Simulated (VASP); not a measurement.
# SiC (P6_3mc) in VASP: notebook

SiC is run at these levels: LDA, PBEsol+D3(BJ); tasks: single point.

Program: VASP 6.6.1. These are calculated values, not measurements. Logs are shortened: lines on timing, memory, paths and dates and some standing lists are left out, and cuts for length are marked.

## 1. The cell of the first run

The structure is hexagonal, space group P6_3mc (No. 186). The conventional cell has a = 3.055 Å, b = 3.055 Å, c = 10.003 Å, α = 90.00°, β = 90.00°, γ = 120.00°. Si (site symmetry 3m) has 4 C at 1.87 Å within 2.5 Å. Within 2.5 Å of Si (site symmetry 3m) lie 4 C at 1.87 to 1.88 Å. C (site symmetry 3m) has 4 Si at 1.87 Å within 2.5 Å. Within 2.5 Å of C (site symmetry 3m) lie 4 Si at 1.87 to 1.88 Å.

## 2. Single point, LDA

INCAR

```
  PREC = Accurate
  ENCUT = 520
  EDIFF = 1E-7
  ISMEAR = -1
  SIGMA = 0.05
  LREAL = False
  LASPH = True
  NELM = 100
  ALGO = Normal
  ISIF = 2
  LWAVE = False
  LCHARG = True
  LELF = True
  LVHAR = True
  NBANDS = 26
```

KPOINTS

```
Automatic mesh
0
Gamma
  10 10 3
```

POSCAR

```
SiC
1.0
    3.0550512851      0.0000000000      0.0000000000
   -1.5275256425      2.6457520228      0.0000000000
    0.0000000000      0.0000000000     10.0030562121
Si C
4 4
Direct
    0.0000000000      0.0000000000      0.1878943800
    0.0000000000      0.0000000000      0.6878943800
    0.3333333333      0.6666666667      0.4378419800
    0.6666666667      0.3333333333      0.9378419800
    0.0000000000      0.0000000000      0.0004600500
    0.0000000000      0.0000000000      0.5004600500
    0.3333333333      0.6666666667      0.2498025900
    0.6666666667      0.3333333333      0.7498025900
```

Potentials or basis: VASP PAW LDA potentials, release 64 (Si, C).

On the command line:

```bash
$ cat potpaw_LDA.64/Si/POTCAR potpaw_LDA.64/C/POTCAR > POTCAR
$ mpirun -np 1 vasp_std > vasp.out
```

OUTCAR:

```text
PREC = Accurate
   ENCUT = 520
   EDIFF = 1E-7
   ISMEAR = -1
   LREAL = False
   LASPH = True
   NELM = 100
   ISIF = 2

 ion  position               nearest neighbor table
   1  0.000  0.000  0.188-   7 1.87   7 1.87   7 1.87   5 1.87   3 3.06   3 3.06   3 3.06   4 3.06
                             4 3.06   4 3.06
   2  0.000  0.000  0.688-   8 1.87   8 1.87   8 1.87   6 1.87   4 3.06   4 3.06   4 3.06   3 3.06
                             3 3.06   3 3.06
   3  0.333  0.667  0.438-   6 1.87   6 1.87   6 1.87   7 1.88   1 3.06   1 3.06   1 3.06   2 3.06
                             2 3.06   2 3.06
   4  0.667  0.333  0.938-   5 1.87   5 1.87   5 1.87   8 1.88   2 3.06   2 3.06   2 3.06   1 3.06
                             1 3.06   1 3.06
   5  0.000  0.000  0.000-   4 1.87   4 1.87   4 1.87   1 1.87
   6  0.000  0.000  0.500-   3 1.87   3 1.87   3 1.87   2 1.87
   7  0.333  0.667  0.250-   1 1.87   1 1.87   1 1.87   3 1.88
   8  0.667  0.333  0.750-   2 1.87   2 1.87   2 1.87   4 1.88

  LATTYP: Found a hexagonal cell.
 ALAT       =     3.0550512851
 C/A-ratio  =     3.2742678530

  Lattice vectors:

 A1 = (   3.0550512851,   0.0000000000,   0.0000000000)
 A2 = (  -1.5275256425,   2.6457520228,   0.0000000000)
 A3 = (   0.0000000000,   0.0000000000,  10.0030562121)

Analysis of symmetry for initial positions (statically):
=====================================================================
 Subroutine PRICEL returns:
 Original cell was already a primitive cell.

 Routine SETGRP: Setting up the symmetry group for a
 hexagonal supercell.

 Subroutine GETGRP returns: Found 12 space group operations
 (whereof  6 operations were pure point group operations)
 out of a pool of 24 trial point group operations.

The static configuration has the point symmetry C_3v.
 The point group associated with its full space group is C_6v.

Analysis of symmetry for dynamics (positions and initial velocities):
=====================================================================
 Subroutine PRICEL returns:
 Original cell was already a primitive cell.

 Routine SETGRP: Setting up the symmetry group for a
 hexagonal supercell.

 Subroutine GETGRP returns: Found 12 space group operations
 (whereof  6 operations were pure point group operations)
 out of a pool of 24 trial point group operations.

The dynamic configuration has the point symmetry C_3v.
 The point group associated with its full space group is C_6v.

 Subroutine INISYM returns: Found 12 space group operations
 (whereof  6 operations are pure point group operations),
 and found     1 'primitive' translations

----------------------------------------------------------------------------------------

                                     Primitive cell

  volume of cell :      80.8538

  direct lattice vectors                    reciprocal lattice vectors
     3.055051285  0.000000000  0.000000000     0.327326747  0.188982186  0.000000000
    -1.527525642  2.645752023  0.000000000     0.000000000  0.377964371  0.000000000
     0.000000000  0.000000000 10.003056212     0.000000000  0.000000000  0.099969447

  length of vectors
     3.055051285  3.055051285 10.003056212     0.377964371  0.377964371  0.099969447

  position of ions in fractional coordinates (direct lattice)
     0.000000000  0.000000000  0.187894380
     0.000000000  0.000000000  0.687894380
     0.333333333  0.666666667  0.437841980
     0.666666667  0.333333333  0.937841980
     0.000000000  0.000000000  0.000460050
     0.000000000  0.000000000  0.500460050
     0.333333333  0.666666667  0.249802590
     0.666666667  0.333333333  0.749802590

  ion indices of the primitive-cell ions
   primitive index   ion index
                 1           1
                 2           2
                 3           3
                 4           4
                 5           5
                 6           6
                 7           7
                 8           8

----------------------------------------------------------------------------------------

 KPOINTS: Automatic mesh

Automatic generation of k-mesh.
 Grid dimensions read from file:
 generate k-points for:   10   10    3

 Generating k-lattice:

  Cartesian coordinates                     Fractional coordinates (reciprocal lattice)
     0.032732675  0.018898219  0.000000000     0.100000000  0.000000000  0.000000000
     0.000000000  0.037796437  0.000000000     0.000000000  0.100000000  0.000000000
     0.000000000  0.000000000  0.033323149     0.000000000  0.000000000  0.333333333

  Length of vectors
     0.037796437  0.037796437  0.033323149

  Shift w.r.t. Gamma in fractional coordinates (k-lattice)
     0.000000000  0.000000000  0.000000000

 Subroutine IBZKPT returns following result:
 ===========================================

 Found     28 irreducible k-points:

 Following reciprocal coordinates:
            Coordinates               Weight
  0.000000  0.000000  0.000000      1.000000
  0.100000  0.000000  0.000000      6.000000
  0.200000  0.000000  0.000000      6.000000
  0.300000  0.000000  0.000000      6.000000
  0.400000  0.000000  0.000000      6.000000
  0.500000  0.000000  0.000000      3.000000
[... 16 lines left out ...]
  0.300000  0.100000  0.333333     24.000000
  0.400000  0.100000  0.333333     24.000000
 [... further k-points ...]
   k-points           NKPTS =     28   k-points in BZ     NKDIM =     28   number of bands    NBANDS=     26
   number of dos      NEDOS =    301   number of ions     NIONS =      8
   total plane-waves  NPLWV =  46080
   dimension x,y,z NGX =    24 NGY =   24 NGZ =   80
   dimension x,y,z NGXF=    48 NGYF=   48 NGZF=  160
   ions per type =               4   4
   NGX,Y,Z   is equivalent  to a cutoff of  13.06, 13.06, 13.30 a.u.
   NGXF,Y,Z  is equivalent  to a cutoff of  26.12, 26.12, 26.59 a.u.
 SYSTEM =  unknown system
   PREC   = accura    normal or accurate (medium, high low for compatibility)
   ISTART =      0    job   : 0-new  1-cont  2-samecut
   ICHARG =      2    charge: 1-file 2-atom 10-const
   ISPIN  =      1    spin polarized calculation?
   LNONCOLLINEAR =      F non collinear calculations
   LSORBIT =      F    spin-orbit coupling
   LASPH  =      T    aspherical Exc in radial PAW
   ENCUT  =  520.0 eV  38.22 Ry    6.18 a.u.   5.68  5.68 18.60*2*pi/ulx,y,z
   NELM   =    100;   NELMIN=  2; NELMDL= -5     # of ELM steps
   EDIFF  = 0.1E-06   stopping-criterion for ELM
   LREAL  =      F    real-space projection
   EDIFFG = 0.1E-05   stopping-criterion for IOM
   NSW    =      0    number of steps for IOM
   IBRION =     -1    ionic relax: 0-MD 1-quasi-New 2-CG
   NFREE  =      0    steps in history (QN), initial steepest desc. (CG)
   ISIF   =      2    stress and relaxation
   ISYM   =      2    0-nonsym 1-usesym 2-fastsym
   POTIM  = 0.5000    time-step for ionic-motion
   TEBEG  =    0.0;   TEEND  =   0.0 temperature during run
   PSTRESS=    0.0 pullay stress
   NELECT =      32.0000    total number of electrons
   NUPDOWN=      -1.0000    fix difference up-down
   EMIN   =  10.00;   EMAX   =-10.00  energy-range for DOS
   EFERMI =   0.00;   METHOD = LEGACY
   ISMEAR =    -1;   SIGMA  =   0.05  broadening in eV -4-tet -1-fermi 0-gaus
   EFERMI_NEDOS =   21; number of points for ismear=-14 and -15
   IALGO  =     38    algorithm
   IMIX   =      4    mixing-type and parameters
     AMIX     =   0.40;   BMIX     =  1.00
     AMIX_MAG =   1.60;   BMIX_MAG =  1.00
  volume/ion in A,a.u.               =      10.11        68.20
  Fermi-wavevector in a.u.,A,eV,Ry     =   1.201964  2.271382 19.656566  1.444717
  Thomas-Fermi vector in A             =   2.337758
   LORBIT       =      0    0 simple, 1 ext, 2 COOP (PROOUT), +10 PAW based schemes
   GGA     = CA    functional components
   LHFCALC =     F    Hartree Fock is set to
   AEXX    =    0.0000 exact exchange contribution
   IVDW    =     0    specifies the selected vdW correction
   LEPSILON=     F    determine dielectric tensor
   LRPA    =     F    only Hartree local field effects (RPA)
 non-spin polarized calculation
  energy-cutoff  :      520.00
  volume of cell :       80.85
 maximum number of plane-waves:      2204
 NGX is ok and might be reduce to    24
   NGX = 11   NGY = 11   NGZ = 37

 number of electron      31.9999999 magnetization

 Free energy of the ion-electron system (eV)
  ---------------------------------------------------
  ext. energy  EPLUGINS =         0.00000000
  ---------------------------------------------------
  free energy    TOTEN  =       -66.57901039 eV

  energy without entropy =      -66.57901039  energy(sigma->0) =      -66.57901039

 E-fermi :   9.4542     XC(G=0): -11.6533

 val. band max:        8.3978680281   @ k =   0.0000   0.0000   0.0000
 cond. band min:      10.5700455902   @ k =   0.5000   0.0000   0.0000
 fundamental gap:      2.1721775622
 Fermi energy:         9.4542265653

 k-point     1 :       0.0000    0.0000    0.0000
  band No.  band energies     occupation
      1      -7.1796      2.00000
      2      -5.9745      2.00000
      3      -5.9383      2.00000
      4      -3.4751      2.00000
      5      -0.3642      2.00000
      6       3.9951      2.00000
[... 18 lines left out ...]
     25      15.8518      0.00000
     26      16.4769      0.00000

 k-point     2 :       0.1000    0.0000    0.0000
  band No.  band energies     occupation
      1      -7.0023      2.00000
      2      -5.8028      2.00000
      3      -5.7658      2.00000
      4      -3.3247      2.00000
      5      -0.2003      2.00000
      6       4.0520      2.00000
[... 18 lines left out ...]
     25      16.0150      0.00000
[... 608 lines left out ...]
     25      16.7382      0.00000
     26      17.7694      0.00000

 k-point    24 :       0.4000    0.1000    0.3333
  band No.  band energies     occupation
      1      -3.7363      2.00000
      2      -3.4342      2.00000
      3      -2.4906      2.00000
      4      -2.1044      2.00000
      5       0.1429      2.00000
      6       0.5255      2.00000
[... 18 lines left out ...]
     25      16.4079      0.00000
     26      17.2871      0.00000

 [... further k-points ...]

------------------------ aborting loop because EDIFF is reached ----------------------------------------

  FORCE on cell =-STRESS in cart. coord.  units (eV):
  Direction    XX          YY          ZZ          XY          YZ          ZX
  --------------------------------------------------------------------------------------
  -------------------------------------------------------------------------------------
  Total        0.5893548      0.5893548      0.5344764      0.0000000      0.0000000      0.0000000
  in kB       11.6784996     11.6784996     10.5910433      0.0000000      0.0000000      0.0000000
  external PRESSURE =      11.3160142 kB  Pullay stress =       0.0000000 kB

 VOLUME and BASIS-vectors are now :
 -----------------------------------------------------------------------------
  energy-cutoff  :      520.00
  volume of cell :       80.85
      direct lattice vectors                 reciprocal lattice vectors
     3.055051285  0.000000000  0.000000000     0.327326747  0.188982186  0.000000000
    -1.527525642  2.645752023  0.000000000     0.000000000  0.377964371  0.000000000
     0.000000000  0.000000000 10.003056212     0.000000000  0.000000000  0.099969447

 POSITION                                       TOTAL-FORCE (eV/Angst)
 -----------------------------------------------------------------------------------
      0.00000      0.00000      1.87952        -0.000000      0.000000     -0.000560
      0.00000      0.00000      6.88105         0.000000      0.000000     -0.000560
     -0.00000      1.76383      4.37976         0.000000     -0.000000     -0.001917
      1.52753      0.88192      9.38129         0.000000      0.000000     -0.001917
      0.00000      0.00000      0.00460        -0.000000      0.000000     -0.001469
      0.00000      0.00000      5.00613         0.000000      0.000000     -0.001469
     -0.00000      1.76383      2.49879        -0.000000      0.000000      0.003946
      1.52753      0.88192      7.50032         0.000000     -0.000000      0.003946
 -----------------------------------------------------------------------------------
    total drift:                               -0.000000     -0.000000     -0.000059

  FREE ENERGIE OF THE ION-ELECTRON SYSTEM (eV)
  ---------------------------------------------------
  free  energy   TOTEN  =       -66.5790103870 eV

  energy  without entropy=      -66.5790103870  energy(sigma->0) =      -66.57901039
```

It took 69 s on 1 thread of AMD EPYC 7R13, shared host; peak memory 0.16 GiB.

What came out:

| Quantity | Value |
| --- | --- |
| Free energy | -66.5790 eV |
| Pressure | 1.1 GPa |
| Largest force | 0.004 eV/Å |
| Band gap on the k mesh | 2.17 eV (least direct gap 3.30 eV) |

Forces in eV/Å, atoms in the order of the input:
```
Si   0.000  0.000 -0.001
Si   0.000  0.000 -0.001
Si   0.000  0.000 -0.002
Si   0.000  0.000 -0.002
C    0.000  0.000 -0.001
C    0.000  0.000 -0.001
C    0.000  0.000  0.004
C    0.000  0.000  0.004
```

Levels at points of the mesh, in eV from the valence-band top:
```csv
k point,band 13,band 14,band 15,band 16,band 17,band 18,band 19,band 20
"(0.00, 0.00, 0.00)",-0.59,-0.05,0.00,0.00,5.25,5.82,6.46,6.59
"(0.50, 0.00, 0.00)",-2.40,-2.24,-1.60,-1.13,2.17,2.30,4.19,4.79
```

Caveat: an odd mesh through Γ misses points on the zone boundary, where band edges can lie.

(Continued in part 2 of 2.)
